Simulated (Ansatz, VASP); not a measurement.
La2O: VASP beside Ansatz

```xyz
6
Lattice="1.8903 -7.4851 0.0000 1.8903 7.4851 0.0000 0.0000 0.0000 5.2404" Properties=species:S:1:pos:R:3 pbc="T T T"
La    1.8903   -2.8918    1.3101
La    1.8903   -6.3605    1.3101
La    1.8903    6.3605    3.9303
La    1.8903    2.8918    3.9303
O     1.8903    2.7245    1.3101
O     1.8903   -2.7245    3.9303
```

Change from the starting cell: species swapped into the MgCd2 type (Cmcm, No. 63).

Alike in both runs: functional PBE; k mesh 5 × 5 × 3; occupations gaussian, width 0.2 eV; no spin polarisation.

Ansatz relaxed the structure, and its values are those at the end. VASP's run is a single point on that final structure, the one shown.

|  | VASP | Ansatz |
| --- | --- | --- |
| version | VASP 6.6.1 | Ansatz 0.2.0 |
| potentials or method | VASP PAW PBE potentials, release 64 (La, O), cutoff 520 eV | scalar-relativistic, plane waves, PAW |
| valence electrons in the cell | 56 | 56 |

|  | VASP | Ansatz | Ansatz less VASP |
| --- | --- | --- | --- |
| gap on the k mesh at the Fermi level (eV) | none | none | - |
| pressure (GPa) | 0.0 | 0.1 | +0.09 |
| rms of the force components (eV/Å) | 0.023 | 0.022 | -0.0015 |

A gap of «none» marks a metal or a gap that the smearing closes.

The k mesh is coarse, so the values compare programs but aren't converged. Neither program's run includes spin-orbit coupling.
